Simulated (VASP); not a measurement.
Input of a VASP 6.6.1 run:

File INCAR:

```
PREC = Accurate ; ENCUT = 520
EDIFF = 1E-6 ; ISMEAR = 0
SIGMA = 0.05 ; LREAL = False
LASPH = True ; NELM = 100
ALGO = Normal ; ISIF = 2
LWAVE = False ; LCHARG = False
GGA = PE ; NBANDS = 15
```

File KPOINTS:

```
Automatic mesh
0
Gamma
  6 6 6
```

POSCAR

```
KI
1.0
    0.0000000000      3.7007775000      3.5245500000
    3.7007775000      0.0000000000      3.5245500000
    3.7007775000      3.7007775000      0.0000000000
K I
1 1
Direct
    0.0000000000      0.0000000000      0.0000000000
    0.5000000000      0.5000000000      0.5000000000
```

Potentials or basis: VASP PAW PBE potentials, release 64 (K_sv, I).

The run is started by

```bash
$ cat potpaw_PBE.64/K_sv/POTCAR potpaw_PBE.64/I/POTCAR > POTCAR
$ mpirun -np 1 vasp_std > vasp.out
```

Task: Estimate the band gap on the k mesh.

Result: 3.76 eV, direct.

Task: Predict the pressure.

Result: -0.3 GPa.

Stress tensor (GPa, compression positive):
```
-0.60  0.00  0.00
 0.00 -0.60  0.00
 0.00  0.00  0.28
```

Caveat: the cell differs from its parent crystal (strain +0.050 along x and y, +0.000 along z); spin-orbit coupling is left out, which moves the levels of the heavy elements.
